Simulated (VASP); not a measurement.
# LiH (Fm-3m) in VASP: G0W0 quasiparticle levels with PBE

Aim: the G0W0 quasiparticle levels of LiH with PBE.

All numbers are computed with VASP 6.6.1; they aren't measurements. Logs are shortened: lines on timing, memory, paths and dates and some standing lists are left out, and cuts for length are marked.

### Step 1. The cell of the first run

Symmetry: Fm-3m, No. 225, cubic system. The conventional cell has a = 4.006 Å, b = 4.006 Å, c = 4.006 Å, α = 90.00°, β = 90.00°, γ = 90.00°. Within 2.7 Å of Li (site symmetry m-3m) lie 6 H at 2.00 Å. H (site symmetry m-3m) has 6 Li at 2.00 Å within 2.7 Å.

### Step 2. G0W0 quasiparticle levels, PBE

File POSCAR:

```
LiH
1.0
    0.0000000000      2.0029948335      2.0029948335
    2.0029948335      0.0000000000      2.0029948335
    2.0029948335      2.0029948335      0.0000000000
Li H
1 1
Direct
    0.0000000000      0.0000000000      0.0000000000
    0.5000000000      0.5000000000      0.5000000000
```

File INCAR.step1:

```
SYSTEM = LiH
ALGO = Normal
EDIFF = 1E-8
ENCUT = 500
GGA = PE
ISMEAR = 0
LASPH = .TRUE.
LCHARG = .FALSE.
LREAL = .FALSE.
LWAVE = .TRUE.
NELM = 60
PREC = Accurate
SIGMA = 0.01
```

File INCAR.step2:

```
SYSTEM = LiH
ALGO = Exact
EDIFF = 1E-8
ENCUT = 500
GGA = PE
ISMEAR = 0
ISTART = 1
LASPH = .TRUE.
LCHARG = .FALSE.
LOPTICS = .TRUE.
LREAL = .FALSE.
LWAVE = .TRUE.
NBANDS = 61
NELM = 1
PREC = Accurate
SIGMA = 0.01
```

File INCAR.step3:

```
SYSTEM = LiH
ALGO = EVGW0
EDIFF = 1E-8
ENCUT = 500
ENCUTGW = 80.0
GGA = PE
ISMEAR = 0
ISTART = 1
LASPH = .TRUE.
LCHARG = .FALSE.
LREAL = .FALSE.
LWAVE = .FALSE.
NBANDS = 61
NBANDSGW = 9
NELMGW = 1
NOMEGA = 96
OMEGAMAX = 20
PREC = Accurate
PRECFOCK = Fast
SIGMA = 0.01
```

File KPOINTS:

```
k-points
0
G
  4 4 4
  0 0 0
```

Potentials or basis: VASP PAW PBE potentials, release 64 (Li_GW, H_GW).

The run is started by

```sh
$ cat potpaw_PBE.64/Li_GW/POTCAR potpaw_PBE.64/H_GW/POTCAR > POTCAR
$ cp INCAR.step1 INCAR
$ mpirun -np 1 vasp_std > vasp.out
$ cp INCAR.step2 INCAR
$ mpirun -np 1 vasp_std > vasp.out
$ cp INCAR.step3 INCAR
$ mpirun -np 1 vasp_std > vasp.out
```

OUTCAR:

```text
SYSTEM = LiH
   EDIFF = 1E-8
   ENCUT = 500
   ENCUTGW = 80.0
   GGA = PE
   ISMEAR = 0
   ISTART = 1
   LASPH = .TRUE.
   LREAL = .FALSE.
   NELMGW = 1
   PREC = Accurate
   PRECFOCK = Fast

 ion  position               nearest neighbor table
   1  0.000  0.000  0.000-   2 2.00   2 2.00   2 2.00   2 2.00   2 2.00   2 2.00
   2  0.500  0.500  0.500-   1 2.00   1 2.00   1 2.00   1 2.00   1 2.00   1 2.00

  LATTYP: Found a face centered cubic cell.
 ALAT       =     4.0059896670

  Lattice vectors:

 A1 = (   0.0000000000,   2.0029948335,   2.0029948335)
 A2 = (   2.0029948335,   0.0000000000,   2.0029948335)
 A3 = (   2.0029948335,   2.0029948335,   0.0000000000)

Analysis of symmetry for initial positions (statically):
=====================================================================
 Subroutine PRICEL returns:
 Original cell was already a primitive cell.

 Routine SETGRP: Setting up the symmetry group for a
 face centered cubic supercell.

 Subroutine GETGRP returns: Found 48 space group operations
 (whereof 48 operations were pure point group operations)
 out of a pool of 48 trial point group operations.

The static configuration has the point symmetry O_h .

Analysis of symmetry for dynamics (positions and initial velocities):
=====================================================================
 Subroutine PRICEL returns:
 Original cell was already a primitive cell.

 Routine SETGRP: Setting up the symmetry group for a
 face centered cubic supercell.

 Subroutine GETGRP returns: Found 48 space group operations
 (whereof 48 operations were pure point group operations)
 out of a pool of 48 trial point group operations.

The dynamic configuration has the point symmetry O_h .

 Subroutine INISYM returns: Found 48 space group operations
 (whereof 48 operations are pure point group operations),
 and found     1 'primitive' translations

----------------------------------------------------------------------------------------

                                     Primitive cell

  volume of cell :      16.0720

[... 58 lines left out ...]
   ions per type =               1   1
   NGX,Y,Z   is equivalent  to a cutoff of  14.09, 14.09, 14.09 a.u.
   NGXF,Y,Z  is equivalent  to a cutoff of  28.17, 28.17, 28.17 a.u.
 SYSTEM =  LiH
   PREC   = accura    normal or accurate (medium, high low for compatibility)
   ISTART =      1    job   : 0-new  1-cont  2-samecut
   ICHARG =      0    charge: 1-file 2-atom 10-const
   ISPIN  =      1    spin polarized calculation?
   LNONCOLLINEAR =      F non collinear calculations
   LSORBIT =      F    spin-orbit coupling
   LASPH  =      T    aspherical Exc in radial PAW
   ENCUT  =  500.0 eV  36.75 Ry    6.06 a.u.   5.16  5.16  5.16*2*pi/ulx,y,z
   NELM   =     60;   NELMIN=  2; NELMDL=  0     # of ELM steps
   EDIFF  = 0.1E-07   stopping-criterion for ELM
   LREAL  =      F    real-space projection
   EDIFFG = 0.1E-06   stopping-criterion for IOM
   NSW    =      0    number of steps for IOM
   IBRION =     -1    ionic relax: 0-MD 1-quasi-New 2-CG
   NFREE  =      0    steps in history (QN), initial steepest desc. (CG)
   ISIF   =      0    stress and relaxation
   ISYM   =      3    0-nonsym 1-usesym 2-fastsym
   POTIM  = 0.5000    time-step for ionic-motion
   TEBEG  =    0.0;   TEEND  =   0.0 temperature during run
   PSTRESS=    0.0 pullay stress
   NELECT =       2.0000    total number of electrons
   NUPDOWN=      -1.0000    fix difference up-down
   EMIN   =  10.00;   EMAX   =-10.00  energy-range for DOS
   EFERMI =   0.00;   METHOD = LEGACY
   ISMEAR =     0;   SIGMA  =   0.01  broadening in eV -4-tet -1-fermi 0-gaus
   EFERMI_NEDOS =   21; number of points for ismear=-14 and -15
   IALGO  =     38    algorithm
   IMIX   =      4    mixing-type and parameters
     AMIX     =   0.40;   BMIX     =  1.00
     AMIX_MAG =   1.60;   BMIX_MAG =  1.00
  volume/ion in A,a.u.               =       8.04        54.23
  Fermi-wavevector in a.u.,A,eV,Ry     =   0.817325  1.544521  9.088975  0.668021
  Thomas-Fermi vector in A             =   1.927753
   LORBIT       =      0    0 simple, 1 ext, 2 COOP (PROOUT), +10 PAW based schemes
   GGA     = PE    functional components
   LHFCALC =     T    Hartree Fock is set to
   PRECFOCK=fast      Normal, Fast or Accurate (Low or Medium for compatibility)
   ENCUT4O =  -1.0   cutoff for four orbital integrals eV
   NKREDX  =     1    reduce k-point grid by
   NKREDY  =     1    reduce k-point grid by
   NKREDZ  =     1    reduce k-point grid by
   AEXX    =    1.0000 exact exchange contribution
   HFSCREEN=    0.0000 screening length (either q_TF or 0.3 A-1)
   HFSCREENC=   0.0000 screening length for correlation (either q_TF or 0.3 A-1)
   ENCUTFOCK=  -1.0 apply spherical cutoff to Coloumb kernel
   IVDW    =     0    specifies the selected vdW correction
   LEPSILON=     F    determine dielectric tensor
   LRPA    =     F    only Hartree local field effects (RPA)
   LRPAFORCE           =     F    calculate RPA forces
   ENCUTGW             =  80.0    cutoff for response function in eV
   ENCUTGWSOFT         =  64.0    soft cutoff for Coulomb kernel in GW response function in eV
   ENCUTLF             =  -1.0    cutoff for local field effects
   NELMGW              =     1    number of iterations in solving QP/BSE equation
   NELMHF              =     1    number of iterations in the inner HF iteration
   NKREDLFX            =     1    NKREDLFY  =   1   NKREDLFZ  =   1
 non-spin polarized calculation
 Gauss-broadening in eV      SIGMA  =   0.01
  energy-cutoff  :      500.00
  volume of cell :       16.07
 maximum number of plane-waves:       415
 NGX is ok and might be reduce to    24
  NGX = 12; NGY = 12; NGZ = 12
   NGX = 11   NGY = 11   NGZ = 11
 maximum number of plane-waves:        28
 NGX is ok and might be reduce to    10

 QP shifts <psi_nk| G(iteration)W_0 |psi_nk>: iteration 1
 for sc-GW calculations column KS-energies equals QP-energies in previous step
 and V_xc(KS)=  KS-energies - (<T + V_ion + V_H > + <T+V_H+V_ion>^1  + <V_x>^1)

 k-point   1 :       0.0000    0.0000    0.0000
  band No.  KS-energies  QP-energies   sigma(KS)   V_xc(KS)     V^pw_x(r,r')   Z            occupation Imag(sigma)

      1      -8.1113      -9.4293     -11.3406      -9.3439     -15.1979       0.6601       2.0000       0.1748
      2      13.4820      14.4942     -10.0594     -11.2994      -4.1754       0.8163       0.0000      -0.9577
      3      15.2666      16.1621      -6.6847      -7.9566      -1.3741       0.7041       0.0000      -0.4725
      4      15.2666      16.1621      -6.6847      -7.9566      -1.3741       0.7041       0.0000      -0.4725
      5      15.2666      16.1621      -6.6847      -7.9566      -1.3741       0.7041       0.0000      -0.4725
      6      19.9975      20.4156      -6.7821      -7.2515      -1.0977       0.8906       0.0000      -2.0510
      7      19.9975      20.4156      -6.7821      -7.2515      -1.0977       0.8906       0.0000      -2.0510
      8      19.9975      20.4156      -6.7821      -7.2515      -1.0977       0.8906       0.0000      -2.0510
      9      21.6474      22.2200      -6.1698      -6.7479      -0.8126       0.9903       0.0000      -1.9736
[... 82 lines left out ...]
      1      -2.8669      -3.9603     -12.6454     -11.1683     -14.7478       0.7402       2.0000       0.0593
      2       2.6193       3.1900      -6.6670      -7.4230      -2.7157       0.7548       0.0000      -0.0797
      3       2.6193       3.1900      -6.6670      -7.4230      -2.7157       0.7548       0.0000      -0.0797
      4       9.1536       9.6268      -7.0473      -7.7147      -2.1593       0.7091       0.0000      -0.2501
      5      15.0144      15.8419      -7.3851      -8.5535      -1.7458       0.7082       0.0000      -0.6753
      6      21.5445      22.3159      -6.4208      -7.3145      -0.9823       0.8631       0.0000      -1.9395
      7      21.5445      22.3159      -6.4208      -7.3145      -0.9823       0.8631       0.0000      -1.9395
      8      25.4711      26.7461      -6.8977      -8.4814      -1.4767       0.8051       0.0000      -2.1814
      9      33.5662      36.1530      -6.8113      -9.3616      -1.5663       1.0143       0.0000      -3.1510
```

OUTCAR.step1:

```text
SYSTEM = LiH
   EDIFF = 1E-8
   ENCUT = 500
   GGA = PE
   ISMEAR = 0
   LASPH = .TRUE.
   LREAL = .FALSE.
[... 266 lines left out ...]
      0.00000      0.00000      0.00000        -0.000000     -0.000000     -0.000000
      2.00299      2.00299      2.00299         0.000000      0.000000      0.000000
 -----------------------------------------------------------------------------------
    total drift:                               -0.000000     -0.000000      0.000000

  FREE ENERGIE OF THE ION-ELECTRON SYSTEM (eV)
  ---------------------------------------------------
  free  energy   TOTEN  =        -6.1007499571 eV

  energy  without entropy=       -6.1007499571  energy(sigma->0) =       -6.10074996
```

OUTCAR.step2:

```text
SYSTEM = LiH
   EDIFF = 1E-8
   ENCUT = 500
   GGA = PE
[... 666 lines left out ...]
  --------------------------------------------------------------------------------------------------------------
     0.00000     5.78951     5.78951     5.78951    -0.00000    -0.00000    -0.00000
     1.76680     7.13432     7.13432     7.13432    -0.00000    -0.00000    -0.00000
     3.53359    -0.92457    -0.92457    -0.92457    -0.00000    -0.00000    -0.00000
     5.30039    16.07832    16.07832    16.07832    -0.00000    -0.00000    -0.00000
     7.06718    12.97769    12.97769    12.97769    -0.00000    -0.00000    -0.00000
     8.83398    -0.90536    -0.90536    -0.90536     0.00000     0.00000     0.00000
[... 92 lines left out ...]
   173.14596     0.99374     0.99374     0.99374     0.00000     0.00000     0.00000
   174.91275     0.99387     0.99387     0.99387     0.00000     0.00000     0.00000
```

It took 9.5 s on 1 thread of Intel Xeon 6975P-C (Granite Rapids), shared host; peak memory 0.15 GiB.

What came out:

* Quasiparticle gap: 4.59 eV
* Least direct quasiparticle gap: 4.59 eV
* Band gap of the starting levels on the mesh: 2.97 eV
* Least direct gap of the starting levels on the mesh: 2.97 eV

Caveat: the k points lie up to 0.68 Å⁻¹ apart; bands, screening cutoff and mesh are small and nothing is extrapolated, so the quasiparticle values aren't converged.
